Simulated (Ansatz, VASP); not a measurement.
## One calculation of SnO, two programs

```
Sn O
1.0
     3.84002    0.00000    0.00000
     0.00000    3.84002    0.00000
     0.00000    0.00000    4.83600
Sn O
2 2
Direct
  0.00000 0.50000 0.23850
  0.50000 0.00000 0.76150
  0.00000 0.00000 0.00000
  0.50000 0.50000 0.00000
```

Change from the starting cell: equal xx and yy strain of +1 %, crystal datasets.

Alike in both runs: task electric field gradients; functional PBE; k mesh 8 × 8 × 6; occupations fermi-dirac, width 0.01 eV; no spin polarisation.

|  | VASP | Ansatz |
| --- | --- | --- |
| version | VASP 6.6.1 | Ansatz 0.2.0 |
| potentials or method | VASP PAW PBE potentials, release 64 (Sn_d, O), cutoff 520 eV | all-electron PAW with datasets made for the crystal, scalar-relativistic |

```csv
,VASP,Ansatz,Ansatz less VASP
pressure (GPa),2.3,2.1,-0.25
rms of the force components (eV/Å),0.080,0.046,-0.0344
size of Vzz on the site where it differs most (V/Å²),160.3,167.1,+6.77
```

Atom by atom the forces differ by 0.034 eV/Å (rms over components). Ansatz ran all-electron here, and VASP with PAW potentials.
